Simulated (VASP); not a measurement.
## ZrB2: single point with BLYP+D3(BJ)

Crystal: ZrB2.

```xyz
3
Lattice="3.1220 0.0000 0.0000 -1.5610 2.7037 0.0000 0.0000 0.0000 3.5399" Properties=species:S:1:pos:R:3 pbc="T T T"
Zr    0.0000    0.0000    0.0000
B     1.5610    0.9012    1.7699
B     0.0000    1.8025    1.7699
```

```
Program             : VASP 6.6.1
Task                : single point
Functional          : BLYP
Dispersion          : D3(BJ)
Potentials or basis : VASP PAW PBE potentials, release 64 (Zr_sv, B)
Cutoff              : 520 eV
k mesh              : 10 × 10 × 8
Occupations         : fermi-dirac, width 0.05 eV
Spin                : no spin polarisation
```

| Property | Result |
| --- | --- |
| Pressure | 0.4 GPa |
| Band gap on the k mesh | zero (bands 9 and 10 overlap by 1.02 eV) |
| Dispersion energy per atom | -0.921 eV |

Stress tensor (GPa, compression positive):
```
0.35 0.00 0.00
0.00 0.35 0.00
0.00 0.00 0.56
```

Levels at points of the mesh, in eV from the Fermi level:
```
           k point  band 5  band 6  band 7  band 8  band 9  band 10  band 11  band 12  band 13  band 14
(0.00, 0.00, 0.00)  -12.69   -2.54   -2.54   -2.50   -2.37     3.52     3.52     4.09     4.09     5.40
(0.50, 0.00, 0.00)   -8.89   -8.43   -4.00   -3.01   -2.59     2.30     2.39     5.12     5.13     6.96
(0.00, 0.00, 0.50)  -10.69   -6.82   -0.91   -0.91    0.60     0.60     0.83     0.83     1.62     5.35
(0.50, 0.00, 0.50)   -9.93   -6.96   -4.55   -4.07   -1.76     3.68     4.54     5.46     6.17     6.49
```

It took 16 s on 1 thread of Intel(R) Xeon(R) Platinum 8559C (Emerald Rapids), on a shared host, peak memory 0.17 GiB.

Caveat: the PAW data sets were made with another functional, which shifts forces and pressure a little.
